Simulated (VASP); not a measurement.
# RbSr (Fm-3m) in VASP: further runs, part 2 of 2

VASP 6.6.1. The steps go on from the part before.

### 5 Relaxation of cell and atoms, PBE

This run uses another cell than the first one, of 75.04 Å³/atom.

The input, INCAR:

```
SYSTEM = RbSr
  PREC = Accurate
  ENCUT = 600
  EDIFF = 1E-6
  ISMEAR = 0
  SIGMA = 0.1
  LREAL = .FALSE.
  LASPH = .TRUE.
  NELM = 100
  ALGO = Normal
  ISIF = 3
  LWAVE = .FALSE.
  LCHARG = .FALSE.
  GGA = PE
  IBRION = 2
  NSW = 100
  EDIFFG = -0.01
```

The input, KPOINTS:

```
regular mesh
0
G
  12 12 12
  0 0 0
```

The input, POSCAR:

```
RbSr
1.0
    0.0000000000      4.2178666794      4.2178666794
    4.2178666794      0.0000000000      4.2178666794
    4.2178666794      4.2178666794      0.0000000000
Rb Sr
1 1
Direct
    0.0000000000      0.0000000000      0.0000000000
    0.5000000000      0.5000000000      0.5000000000
```

Potentials or basis: VASP PAW PBE potentials, release 64 (Rb_sv, Sr_sv).

On the command line:

```sh
> cat potpaw_PBE.64/Rb_sv/POTCAR potpaw_PBE.64/Sr_sv/POTCAR > POTCAR
> mpirun -np 1 vasp_std > vasp.out
```

OUTCAR:

```text
SYSTEM = RbSr
   PREC = Accurate
   ENCUT = 600
   EDIFF = 1E-6
   ISMEAR = 0
   LREAL = .FALSE.
   LASPH = .TRUE.
   NELM = 100
   ISIF = 3
   GGA = PE
   IBRION = 2
   NSW = 100
   EDIFFG = -0.01

 ion  position               nearest neighbor table
   1  0.000  0.000  0.000-   2 4.22   2 4.22   2 4.22   2 4.22   2 4.22   2 4.22
   2  0.500  0.500  0.500-   1 4.22   1 4.22   1 4.22   1 4.22   1 4.22   1 4.22

  LATTYP: Found a face centered cubic cell.
 ALAT       =     8.4357333588

  Lattice vectors:

 A1 = (   0.0000000000,   4.2178666794,   4.2178666794)
 A2 = (   4.2178666794,   0.0000000000,   4.2178666794)
 A3 = (   4.2178666794,   4.2178666794,   0.0000000000)

Analysis of symmetry for initial positions (statically):
=====================================================================
 Subroutine PRICEL returns:
 Original cell was already a primitive cell.

 Routine SETGRP: Setting up the symmetry group for a
 face centered cubic supercell.

 Subroutine GETGRP returns: Found 48 space group operations
 (whereof 48 operations were pure point group operations)
 out of a pool of 48 trial point group operations.

The static configuration has the point symmetry O_h .

Analysis of symmetry for dynamics (positions and initial velocities):
=====================================================================
 Subroutine PRICEL returns:
 Original cell was already a primitive cell.

 Routine SETGRP: Setting up the symmetry group for a
 face centered cubic supercell.

 Subroutine GETGRP returns: Found 48 space group operations
 (whereof 48 operations were pure point group operations)
 out of a pool of 48 trial point group operations.

The dynamic configuration has the point symmetry O_h .

 Subroutine INISYM returns: Found 48 space group operations
 (whereof 48 operations are pure point group operations),
 and found     1 'primitive' translations

----------------------------------------------------------------------------------------

                                     Primitive cell

  volume of cell :     150.0751

  direct lattice vectors                    reciprocal lattice vectors
     0.000000000  4.217866679  4.217866679    -0.118543339  0.118543339  0.118543339
     4.217866679  0.000000000  4.217866679     0.118543339 -0.118543339  0.118543339
     4.217866679  4.217866679  0.000000000     0.118543339  0.118543339 -0.118543339

  length of vectors
     5.964964262  5.964964262  5.964964262     0.205323086  0.205323086  0.205323086

  position of ions in fractional coordinates (direct lattice)
     0.000000000  0.000000000  0.000000000
     0.500000000  0.500000000  0.500000000

  ion indices of the primitive-cell ions
   primitive index   ion index
                 1           1
                 2           2

----------------------------------------------------------------------------------------

 KPOINTS: regular mesh

Automatic generation of k-mesh.
 Grid dimensions read from file:
[... 48 lines left out ...]
   number of dos      NEDOS =    301   number of ions     NIONS =      2
   total plane-waves  NPLWV = 110592
   dimension x,y,z NGX =    48 NGY =   48 NGZ =   48
   dimension x,y,z NGXF=    96 NGYF=   96 NGZF=   96
   ions per type =               1   1
   NGX,Y,Z   is equivalent  to a cutoff of  13.38, 13.38, 13.38 a.u.
   NGXF,Y,Z  is equivalent  to a cutoff of  26.76, 26.76, 26.76 a.u.
 SYSTEM =  RbSr
   PREC   = accura    normal or accurate (medium, high low for compatibility)
   ISTART =      0    job   : 0-new  1-cont  2-samecut
   ICHARG =      2    charge: 1-file 2-atom 10-const
   ISPIN  =      1    spin polarized calculation?
   LNONCOLLINEAR =      F non collinear calculations
   LSORBIT =      F    spin-orbit coupling
   LASPH  =      T    aspherical Exc in radial PAW
   ENCUT  =  600.0 eV  44.10 Ry    6.64 a.u.  11.91 11.91 11.91*2*pi/ulx,y,z
   NELM   =    100;   NELMIN=  2; NELMDL= -5     # of ELM steps
   EDIFF  = 0.1E-05   stopping-criterion for ELM
   LREAL  =      F    real-space projection
   EDIFFG = -.1E-01   stopping-criterion for IOM
   NSW    =    100    number of steps for IOM
   IBRION =      2    ionic relax: 0-MD 1-quasi-New 2-CG
   NFREE  =      1    steps in history (QN), initial steepest desc. (CG)
   ISIF   =      3    stress and relaxation
   ISYM   =      2    0-nonsym 1-usesym 2-fastsym
   POTIM  = 0.5000    time-step for ionic-motion
   TEBEG  =    0.0;   TEEND  =   0.0 temperature during run
   PSTRESS=    0.0 pullay stress
   NELECT =      19.0000    total number of electrons
   NUPDOWN=      -1.0000    fix difference up-down
   EMIN   =  10.00;   EMAX   =-10.00  energy-range for DOS
   EFERMI =   0.00;   METHOD = LEGACY
   ISMEAR =     0;   SIGMA  =   0.10  broadening in eV -4-tet -1-fermi 0-gaus
   EFERMI_NEDOS =   21; number of points for ismear=-14 and -15
   IALGO  =     38    algorithm
   IMIX   =      4    mixing-type and parameters
     AMIX     =   0.40;   BMIX     =  1.00
     AMIX_MAG =   1.60;   BMIX_MAG =  1.00
  volume/ion in A,a.u.               =      75.04       506.38
  Fermi-wavevector in a.u.,A,eV,Ry     =   0.822034  1.553419  9.194002  0.675740
  Thomas-Fermi vector in A             =   1.933298
   LORBIT       =      0    0 simple, 1 ext, 2 COOP (PROOUT), +10 PAW based schemes
   GGA     = PE    functional components
   LHFCALC =     F    Hartree Fock is set to
   AEXX    =    0.0000 exact exchange contribution
   IVDW    =     0    specifies the selected vdW correction
   LEPSILON=     F    determine dielectric tensor
   LRPA    =     F    only Hartree local field effects (RPA)
 conjugate gradient relaxation of ions
 non-spin polarized calculation
 Gauss-broadening in eV      SIGMA  =   0.10
  energy-cutoff  :      600.00
  volume of cell :      150.08
 maximum number of plane-waves:      5044
   NGX = 23   NGY = 23   NGZ = 23

--------------------------------------- Ionic step        1  -------------------------------------------

 number of electron      19.0000000 magnetization

 Free energy of the ion-electron system (eV)
  ---------------------------------------------------
  ext. energy  EPLUGINS =         0.00000000
  ---------------------------------------------------
  free energy    TOTEN  =        -1.68926822 eV

  energy without entropy =       -1.67184242  energy(sigma->0) =       -1.68055532

------------------------ aborting loop because EDIFF is reached ----------------------------------------

  FORCE on cell =-STRESS in cart. coord.  units (eV):
  Direction    XX          YY          ZZ          XY          YZ          ZX
  --------------------------------------------------------------------------------------
  -------------------------------------------------------------------------------------
  Total        0.2063987      0.2063987      0.2063987      0.0000000      0.0000000     -0.0000000
  in kB        2.2034797      2.2034797      2.2034797      0.0000000      0.0000000     -0.0000000
  external PRESSURE =       2.2034797 kB  Pullay stress =       0.0000000 kB
[... 131 lines left out ...]
--------------------------------------- Ionic step        5  -------------------------------------------

 number of electron      19.0000000 magnetization

 Free energy of the ion-electron system (eV)
  ---------------------------------------------------
  ext. energy  EPLUGINS =         0.00000000
  ---------------------------------------------------
  free energy    TOTEN  =        -1.69626876 eV

  energy without entropy =       -1.68078995  energy(sigma->0) =       -1.68852936

 E-fermi :   0.3811     XC(G=0):  -6.0411

 val. band max:        0.3750947145   @ k =   0.4167   0.1667   0.0000
 cond. band min:       0.3894233806   @ k =  -0.4167   0.4167   0.0000
 fundamental gap:      0.0143286662
 Fermi energy:         0.3810717426

 k-point     1 :       0.0000    0.0000    0.0000
  band No.  band energies     occupation
      1     -37.5140      2.00000
      2     -28.1738      2.00000
      3     -19.4494      2.00000
      4     -19.4494      2.00000
      5     -19.4494      2.00000
      6     -12.2786      2.00000
      7     -12.2786      2.00000
      8     -12.2786      2.00000
      9      -2.2982      2.00000
     10       1.2806      0.00000
     11       1.2806      0.00000
     12       1.2806      0.00000
     13       1.5225      0.00000
[... 354 lines left out ...]
  band No.  band energies     occupation
      1     -37.5139      2.00000
      2     -28.1736      2.00000
      3     -19.4512      2.00000
      4     -19.4501      2.00000
      5     -19.4497      2.00000
      6     -12.2934      2.00000
      7     -12.2843      2.00000
      8     -12.2829      2.00000
      9      -0.7033      2.00000
     10      -0.1582      2.00000
     11       1.2263      0.00000
     12       1.4771      0.00000
     13       1.7092      0.00000

 [... further k-points ...]
[... 5 lines left out ...]
  --------------------------------------------------------------------------------------
  -------------------------------------------------------------------------------------
  Total       -0.0018350     -0.0018350     -0.0018350      0.0000000      0.0000000     -0.0000000
  in kB       -0.0183270     -0.0183270     -0.0183270      0.0000000      0.0000000     -0.0000000
  external PRESSURE =      -0.0183270 kB  Pullay stress =       0.0000000 kB
[... 17 lines left out ...]
  FREE ENERGIE OF THE ION-ELECTRON SYSTEM (eV)
  ---------------------------------------------------
  free  energy   TOTEN  =        -1.6962687589 eV

  energy  without entropy=       -1.6807899549  energy(sigma->0) =       -1.68852936

 reached required accuracy - stopping structural energy minimisation
```

CONTCAR:

```text
RbSr
   1.00000000000000
    -0.0000000000000000    4.3125912619122300    4.3125912619122300
     4.3125912619122300   -0.0000000000000000    4.3125912619122300
     4.3125912619122300    4.3125912619122300    0.0000000000000000
  Rb              Sr
     1     1
Direct
     0.0000000000000000    0.0000000000000000    0.0000000000000000
     0.5000000000000000    0.5000000000000000    0.5000000000000000

  0.00000000E+00  0.00000000E+00  0.00000000E+00
  0.00000000E+00  0.00000000E+00  0.00000000E+00
```

Wall time 13 min (1 thread of Intel Xeon Platinum 8375C at 2.90GHz (Ice Lake), shared host); peak memory 0.5 GiB.

What came out:

```yaml
Free_energy: -1.6963 eV
Relaxed_volume: 80.21 Å³/atom
Relaxed_cell: a = 6.099 Å, b = 6.099 Å, c = 6.099 Å, α = 60.00°, β = 60.00°, γ = 60.00°
Space_group_after_relaxing_to_0.1_Å: Fm-3m (No. 225)
Energy_gained_by_relaxing: 3.5 meV/atom
Ionic_steps: 5
Pressure_after_relaxing: 0.0 GPa
Band_gap_on_the_k_mesh: zero (an odd number of electrons rules out a gap without spin polarisation)
```

Step by step:
| step | energy change (eV) | largest force (eV/Å) | pressure (GPa) | volume (Å³) |
| --- | --- | --- | --- | --- |
| 1 | 0.0000 | 0.0000 | 0.22 | 150.08 |
| 2 | -0.0028 | 0.0000 | 0.17 | 152.33 |
| 3 | -0.0063 | 0.0000 | 0.07 | 157.09 |
| 4 | -0.0045 | 0.0000 | -0.12 | 166.92 |
| 5 | -0.0070 | 0.0000 | 0.00 | 160.41 |

Final structure:
```
Rb Sr
1.0
     0.00000    4.31259    4.31259
     4.31259    0.00000    4.31259
     4.31259    4.31259    0.00000
Rb Sr
1 1
Cartesian
  0.0000 0.0000 0.0000
  4.3126 4.3126 4.3126
```

### 6 The runs side by side

```tsv
task	cell	cutoff (eV)	gap on the mesh (eV)	pressure (GPa)
single point	a = 6.094 Å, angles 60.0°, 2 atoms	520	none	0.0
relaxation of cell and atoms	relaxed from a = 6.094 Å, angles 60.0°, 2 atoms	600	none	0.0
relaxation of cell and atoms	relaxed from a = 5.965 Å, angles 60.0°, 2 atoms	600	none	0.0
```

Alike in all rows: level PBE; potentials or basis VASP PAW PBE potentials, release 64 (Rb_sv, Sr_sv); no spin polarisation; k mesh 12 × 12 × 12; smearing gaussian 0.1 eV.

Caveats: the relaxation stopped at its first step, so nothing moved (at least some runs).

Absolute energies hang on the potentials; compare differences alone.
